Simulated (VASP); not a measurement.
A run of VASP 6.6.1 is set up as follows.

The input INCAR:

```
PREC = Accurate
ENCUT = 500
EDIFF = 1E-6
ISMEAR = 0
SIGMA = 0.1
LREAL = F
LASPH = T
NELM = 120
ALGO = Normal
ISIF = 2
LWAVE = F
LCHARG = T
GGA = PE
LELF = T
LVHAR = T
NBANDS = 12
GGA_COMPAT = F
```

The input KPOINTS:

```
Automatic mesh
0
Gamma
  8 8 8
```

Contents of POSCAR:

```
Au
1.0
    0.0000000000      2.0826515431      2.0826515431
    2.0826515431      0.0000000000      2.0826515431
    2.0826515431      2.0826515431      0.0000000000
Au
1
Direct
    0.0000000000      0.0000000000      0.0000000000
```

Potentials or basis: VASP PAW PBE potentials, release 64 (Au).

Run with:

```sh
$ cat potpaw_PBE.64/Au/POTCAR > POTCAR
$ mpirun -np 1 vasp_std > vasp.out
```

**Question.** Predict the pressure.

**Answer.** -0.2 GPa.
